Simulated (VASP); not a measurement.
Crystal: C.

```
CELL_PARAMETERS angstrom
2.08389 -1.20321 0.00000
2.08389 1.20321 0.00000
-1.35092 0.00000 3.43132
ATOMIC_POSITIONS crystal
C 0.16664 0.16664 0.99991
C 0.83336 0.83336 0.00009
```

Base run:

| Quantity | Value |
| --- | --- |
| Program | VASP 6.6.1 |
| Functional | PBEsol |
| Potentials or basis | VASP PAW PBE potentials, release 64 (C) |
| Cutoff | 520 eV |
| k mesh | 13 × 13 × 8 |
| Occupations | fermi-dirac, width 0.05 eV |
| Spin | no spin polarisation |

Its results: band gap on the k mesh 0.94 eV, indirect (least direct gap 0.95 eV); pressure 20.4 GPa.

Question: After a change of settings the same cell gave: band gap on the k mesh 0.92 eV, indirect (least direct gap 0.93 eV); pressure 15.0 GPa. Which change was it?
A. functional from PBEsol to PBE
B. functional from PBEsol to r2SCAN; further incar settings from ALGO = Normal; EDIFF = 1e-06; NBANDS = 11 to ALGO = Normal; EDIFF = 1e-07; NBANDS = 11
C. functional from PBEsol to LDA; potentials or basis from VASP PAW PBE potentials, release 64 (C) to VASP PAW LDA potentials, release 64 (C)

Answer: C.

Caveats: the PAW data sets were made with another functional, which shifts forces and pressure a little (some runs); this functional lacks dispersion, which binds the layers, so the pressure and a relaxed spacing across them are unreliable (some runs).
